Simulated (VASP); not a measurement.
A run of VASP 6.6.1:

Contents of INCAR:

```
PREC = Accurate ; ENCUT = 500
EDIFF = 1E-6 ; ISMEAR = 0
SIGMA = 0.1 ; LREAL = F
LASPH = T ; NELM = 120
ALGO = Normal ; ISIF = 2
LWAVE = F ; LCHARG = F
GGA = PE ; NBANDS = 8
GGA_COMPAT = F
```

KPOINTS

```
regular mesh
0
Gamma
  18 18 16
```

The input POSCAR:

```
Si
1.0
    2.5245364340      0.0000000000      0.0000000000
   -1.2622682170      2.1863126847      0.0000000000
    0.0000000000      0.0000000000      2.4067201450
Si
1
Direct
    0.0000000000      0.0000000000      0.0000000000
```

Potentials or basis: VASP PAW PBE potentials, release 64 (Si).

Run with:

```console
$ cat potpaw_PBE.64/Si/POTCAR > POTCAR
$ mpirun -np 1 vasp_std > vasp.out
```

Hardware: 1 thread of Intel Xeon 8259CL, on a shared host.

Task: Estimate the wall time of this run.

Result: Run time: 30 s on 1 thread of Intel Xeon 8259CL, on a shared host, peak memory 0.13 GiB. Counts: scf iterations 10, k points 333.
